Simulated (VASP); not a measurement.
P, 2 atoms in the cell. It takes space group P6_3/mmc (No. 194, hexagonal). The conventional cell has a = 3.301 Å, b = 3.301 Å, c = 3.239 Å, α = 90.00°, β = 90.00°, γ = 120.00°. Within 3.3 Å of P (site symmetry -6m2) lie 8 P at 2.50 to 3.24 Å. 

```yaml
Program: VASP 6.6.1
Task: single point
Functional: revPBE
Potentials_or_basis: VASP PAW PBE potentials, release 64 (P)
Cutoff: 520 eV
k_mesh: 12 × 12 × 11
Occupations: fermi-dirac, width 0.1 eV
Spin: no spin polarisation
Dipole_correction: no
Further_INCAR_settings: ALGO = Normal; EDIFF = 1e-06; NBANDS = 12
```

Potentials or basis: VASP PAW PBE potentials, release 64 (P).

Launch:

```sh
$ cat potpaw_PBE.64/P/POTCAR > POTCAR
$ mpirun -np 1 vasp_std > vasp.out
```

Hardware: 1 thread of AMD EPYC 7R13 Processor (Zen 3), with other jobs on the host.

Q: How long does it take, and how much memory?

A: It took 22 s on 1 thread of AMD EPYC 7R13 Processor (Zen 3) (shared host), peak memory 0.13 GiB. Counts: scf iterations 10, k points 114.
